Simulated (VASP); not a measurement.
A run of VASP 6.6.1:

INCAR

```
SYSTEM = Rh
PREC = Accurate ; ENCUT = 520
EDIFF = 1E-8 ; ISMEAR = -1
SIGMA = 0.05 ; LREAL = .False.
LASPH = .True. ; NELM = 60
ALGO = Normal ; ISIF = 2
LWAVE = .False. ; LCHARG = .False.
GGA = PS ; IBRION = 8
NSW = 1
```

File KPOINTS:

```
Automatic mesh
0
Gamma
  10 10 10
  0 0 0
```

POSCAR

```
Rh
1.0
    0.0000000000      1.8978500000      1.8978500000
    1.8978500000      0.0000000000      1.8978500000
    1.8978500000      1.8978500000      0.0000000000
Rh
1
Direct
    0.0000000000      0.0000000000      0.0000000000
```

Potentials or basis: VASP PAW PBE potentials, release 64 (Rh_pv).

Run with:

```bash
$ cat potpaw_PBE.64/Rh_pv/POTCAR > POTCAR
$ mpirun -np 1 vasp_std > vasp.out
```

Hardware: 1 thread of Intel(R) Xeon(R) Platinum 8259CL CPU @ 2.50GHz (Skylake/Cascade Lake), with other jobs on the host.

How long does it take, and how much memory?

Run time: 36 s on 1 thread of Intel(R) Xeon(R) Platinum 8259CL CPU @ 2.50GHz (Skylake/Cascade Lake), with other jobs on the host, peak memory 0.15 GiB. Counts: scf iterations 32, k points 47.
